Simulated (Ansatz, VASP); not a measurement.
# YbPdSe3 in VASP and in Ansatz

```
Yb Pd Se
1.0
     5.30135    0.00000    0.00000
     0.00000    5.30135    0.00000
     0.00000    0.00000    5.30135
Yb Pd Se
1 1 3
Cartesian
  2.6507 2.6507 2.6507
  0.0000 0.0000 0.0000
  0.0000 2.6507 2.6507
  2.6507 0.0000 2.6507
  2.6507 2.6507 0.0000
```

Alike in both runs: functional PBE; k mesh 4 × 4 × 4; occupations gaussian, width 0.1 eV; collinear spin.

Ansatz relaxed the structure, and its values are those at the end. VASP's run is a single point on that final structure, the one shown.

```csv
,VASP,Ansatz
version,VASP 6.6.1,Ansatz 0.2.0
potentials or method,"VASP PAW PBE potentials, release 64 (Yb, Pd, Se), cutoff 520 eV","scalar-relativistic, plane waves, PAW"
valence electrons in the cell,52,90
```

VASP gave:

* gap on the k mesh at the Fermi level (eV): none
* pressure (GPa): 0.3
* net moment per atom (μB): 0.15
* size of the moment on the site where the two differ most (μB): 0.18

Task: Estimate Ansatz's values.

Result: gap on the k mesh at the Fermi level (eV): none; pressure (GPa): 0.1; net moment per atom (μB): 0.16; size of the moment on the site where the two differ most (μB): 0.19.

Site moments also hang on the region over which each program counts them. A gap of «none» marks a metal or a gap that the smearing closes. VASP's potentials hold 52 valence electrons a cell and Ansatz's 90, so a difference there can come from the potentials and not from the codes.

Neither program's run includes spin-orbit coupling.
